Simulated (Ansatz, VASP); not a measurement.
## TePb in VASP and in Ansatz

The input INCAR:

```
PREC = Accurate
ENCUT = 500
EDIFF = 1E-6
ISMEAR = -1
SIGMA = 0.08
LREAL = False
LASPH = True
NELM = 120
ALGO = Normal
ISIF = 2
LWAVE = False
LCHARG = False
NBANDS = 17
GGA_COMPAT = False
```

File KPOINTS:

```
regular mesh
0
Gamma
  12 12 12
```

The input POSCAR:

```
TePb
1.0
    0.0000000000      2.6140121691      2.6140121691
    2.6140121691      0.0000000000      2.6140121691
    2.6140121691      2.6140121691      0.0000000000
Pb Te
1 1
Direct
    0.0000000000      0.0000000000      0.0000000000
    0.5000000000      0.5000000000      0.5000000000
```

Input for Ansatz:

```yaml
crystal:
  lattice:
    - [0.0, 2.6140121691, 2.6140121691]
    - [2.6140121691, 0.0, 2.6140121691]
    - [2.6140121691, 2.6140121691, 0.0]
  atoms:
    - { symbol: Pb, position: [0.0, 0.0, 0.0] }
    - { symbol: Te, position: [0.5, 0.5, 0.5] }
kpoints:
  mp_grid: { grid: [12, 12, 12] }
scf:
  occupations: { method: fermi_dirac, width: 0.08 }
hamiltonian:
  xc: lda
  pseudopotentials: { kind: paw, core: large }
output:
  forces: true
  stress: true
  eigenvalues: true
```

Change from the starting cell: volume scaled by 0.55, PAW files, core large.

Alike in both runs: task single point; functional LDA; k mesh 12 × 12 × 12; occupations fermi-dirac, width 0.08 eV; no spin polarisation.

|  | VASP | Ansatz |
| --- | --- | --- |
| version | VASP 6.6.1 | Ansatz 0.2.0 |
| potentials or method | VASP PAW LDA potentials, release 64 (Pb_d, Te) | PAW with other files of Ansatz's library (core large), scalar-relativistic |
| plane-wave cutoff (eV) | 500 | 420 |
| valence electrons in the cell | 20 | 20 |

Ansatz gave:

- pressure (GPa): 110.9

Task: What did VASP give for the same quantities?

Result: Pressure (GPa): 111.5.

LDA's correlation is that of Perdew and Zunger in VASP and of Perdew and Wang (1992) in Ansatz. Both programs put the cell under a high pressure, so it lies far from rest at this level. Ansatz's warnings: datasets by core.

Neither program's run includes spin-orbit coupling. Noted on VASP's run: the cell as given lies far from equilibrium.
